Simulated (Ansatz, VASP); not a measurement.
## One calculation of PN, two programs

```
P N
1.0
     5.55509    0.00000    0.00000
     0.00000    2.57051    0.00000
     0.00000    0.00000    3.22722
P N
4 4
Direct
  0.05650 0.75000 0.84995
  0.44350 0.25000 0.34995
  0.55650 0.75000 0.65005
  0.94350 0.25000 0.15005
  0.15428 0.25000 0.53118
  0.34572 0.75000 0.03118
  0.65428 0.25000 0.96882
  0.84572 0.75000 0.46882
```

Alike in both runs: task single point; functional PBE; k mesh 4 × 6 × 6; occupations gaussian, width 0.1 eV; collinear spin.

|  | VASP | Ansatz |
| --- | --- | --- |
| version | VASP 6.6.1 | Ansatz 0.2.0 |
| potentials or method | VASP PAW PBE potentials, release 64 (P, N), cutoff 520 eV | scalar-relativistic, plane waves, PAW |
| valence electrons in the cell | 40 | 40 |

```csv
,VASP,Ansatz,Ansatz less VASP
gap on the k mesh at the Fermi level (eV),none,none,-
rms of the force components (eV/Å),8.602,8.673,+0.0715
net moment per atom (μB),0.00,0.00,0.000
```

Atom by atom the forces differ by 0.072 eV/Å (rms over components). A gap of «none» marks a metal or a gap that the smearing closes. With one functional, cell and mesh, what is left measures potentials, basis and numerics. Ansatz's warnings: seeded moment not kept.

The k mesh is coarse, so the values compare programs but aren't converged.
